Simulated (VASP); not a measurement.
Here is a VASP 6.6.1 calculation.

File POSCAR:

```
ZnS
1.0
    0.0000000000      2.6840631050      2.6840631050
    2.6840631050      0.0000000000      2.6840631050
    2.6840631050      2.6840631050      0.0000000000
Zn S
1 1
Direct
    0.2500000000      0.2500000000      0.2500000000
    0.0000000000      0.0000000000      0.0000000000
```

The input INCAR.step1:

```
PREC = Accurate
ENCUT = 520
ISMEAR = -1
SIGMA = 0.2
LREAL = F
LASPH = T
NELM = 100
NBANDS = 16
GGA = PE
ALGO = Normal
EDIFF = 1E-4
LWAVE = T
LCHARG = F
```

INCAR.step2

```
PREC = Accurate
ENCUT = 520
EDIFF = 1E-6
ISMEAR = -1
SIGMA = 0.2
LREAL = F
LASPH = T
NELM = 100
ALGO = Normal
ISIF = 2
LWAVE = F
LCHARG = F
METAGGA = R2SCAN
LMIXTAU = T
LUSE_VDW = T
IVDW_NL = 2
BPARAM = 11.95
CPARAM = 0.0093
NBANDS = 16
ISTART = 1
```

File KPOINTS:

```
regular mesh
0
Gamma
  7 7 7
```

Potentials or basis: VASP PAW PBE potentials, release 64 (Zn, S).

The run is started by

```bash
$ cat potpaw_PBE.64/Zn/POTCAR potpaw_PBE.64/S/POTCAR > POTCAR
$ cp INCAR.step1 INCAR
$ mpirun -np 1 vasp_std > vasp.out
$ cp INCAR.step2 INCAR
$ mpirun -np 1 vasp_std > vasp.out
```

Problem. Predict the band gap on the k mesh.

Solution. 2.72 eV, direct.

Problem. Predict the pressure.

Solution. 0.1 GPa.

Caveat: the PAW data sets were made with another functional, which shifts forces and pressure a little.

**Measured values to compare with.**

From “Electronic, vibrational, and thermodynamic properties of ZnS (zincblende and rocksalt structure)”, 2009, arxiv:0911.5022, for a bulk crystal of ZnS at 19 K: band gap 3.85 eV (direct).

Measured gap of ZnS: 3.85 eV (direct; 19 K; quoted in “Electronic, vibrational, and thermodynamic properties of ZnS (zincblende and rocksalt structure)”, 2009, arxiv:0911.5022). This calculation gives 2.72 eV (-1.13 eV). The value is that of r2SCAN+rVV10, without temperature or zero-point motion.
